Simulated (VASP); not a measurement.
Wanted: the native input for a VASP 6.6.1 run.

- Task: single point
- Functional: PBE
- Potentials or basis: VASP PAW PBE potentials, release 64 (K_sv, I)
- Cutoff: 520 eV
- k mesh: 6 × 6 × 6
- Occupations: gaussian, width 0.05 eV
- Spin: no spin polarisation
- Dipole correction: no
- Further INCAR settings: ALGO = Normal; EDIFF = 1e-06; NBANDS = 15

The structure of KI lies in POSCAR:

```
KI
1.0
    0.0000000000      3.7007775000      3.7007775000
    3.7007775000      0.0000000000      3.7007775000
    3.7007775000      3.7007775000      0.0000000000
K I
1 1
Direct
    0.0000000000      0.0000000000      0.0000000000
    0.5000000000      0.5000000000      0.5000000000
```

This cell differs from its parent crystal: strain +0.050 along x and y, +0.050 along z.

One way to write it, as run:

INCAR

```
SYSTEM = KI
  PREC = Accurate
  ENCUT = 520
  EDIFF = 1E-6
  ISMEAR = 0
  SIGMA = 0.05
  LREAL = .False.
  LASPH = .True.
  NELM = 60
  ALGO = Normal
  ISIF = 2
  LWAVE = .False.
  LCHARG = .False.
  GGA = PE
  NBANDS = 15
```

KPOINTS

```
Automatic mesh
0
Gamma
  6 6 6
  0 0 0
```

Potentials or basis: VASP PAW PBE potentials, release 64 (K_sv, I).

Launch:

```bash
$ cat potpaw_PBE.64/K_sv/POTCAR potpaw_PBE.64/I/POTCAR > POTCAR
$ mpirun -np 1 vasp_std > vasp.out
```

It gave:

```json
{
 "Pressure": "-0.7 GPa",
 "Band gap on the k mesh": "3.67 eV, direct"
}
```

Caveat: the cell differs from its parent crystal (strain +0.050 along x and y, +0.050 along z); spin-orbit coupling is left out, which moves the levels of the heavy elements.

Run time: 38 s on 1 thread of AMD EPYC 7R43 64-Core Processor (Zen 3), with other jobs on the host, peak memory 0.21 GiB.
